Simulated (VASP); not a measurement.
Here is a VASP 6.6.1 calculation.

Contents of POSCAR:

```
In
1.0
    3.4221543424      0.0000000000      0.0000000000
   -1.7110771712      2.9636721716      0.0000000000
    0.0000000000      0.0000000000      5.6522981321
In
2
Direct
    0.3333333333      0.6666666667      0.2500000000
    0.6666666667      0.3333333333      0.7500000000
```

The input INCAR.step1:

```
  ALGO = Normal
  EDIFF = 1E-4
  ENCUT = 520
  GGA = PE
  ISMEAR = -1
  LASPH = T
  LCHARG = F
  LREAL = F
  LWAVE = T
  NBANDS = 20
  NELM = 80
  PREC = Accurate
  SIGMA = 0.05
```

File INCAR.step2:

```
  ALGO = Normal
  EDIFF = 1E-6
  ENCUT = 520
  ISIF = 2
  ISMEAR = -1
  ISTART = 1
  LASPH = T
  LCHARG = T
  LELF = T
  LMIXTAU = T
  LREAL = F
  LVHAR = T
  LWAVE = F
  METAGGA = R2SCAN
  NBANDS = 20
  NELM = 80
  PREC = Accurate
  SIGMA = 0.05
```

Contents of KPOINTS:

```
k-points
0
Gamma
  10 10 5
```

Potentials or basis: VASP PAW PBE potentials, release 64 (In_d).

The run is started by

```sh
$ cat potpaw_PBE.64/In_d/POTCAR > POTCAR
$ cp INCAR.step1 INCAR
$ mpirun -np 1 vasp_std > vasp.out
$ cp INCAR.step2 INCAR
$ mpirun -np 1 vasp_std > vasp.out
```

(1) Predict the band gap on the k mesh.

(2) What does it give for the pressure?

## Answers

(1) zero (band 13 reaches 8.65 eV, above the bottom of band 14 at 4.50 eV).

(2) -2.8 GPa.

Caveat: the PAW data sets were made with another functional, which shifts forces and pressure a little; spin-orbit coupling is left out, which moves the levels of the heavy elements.
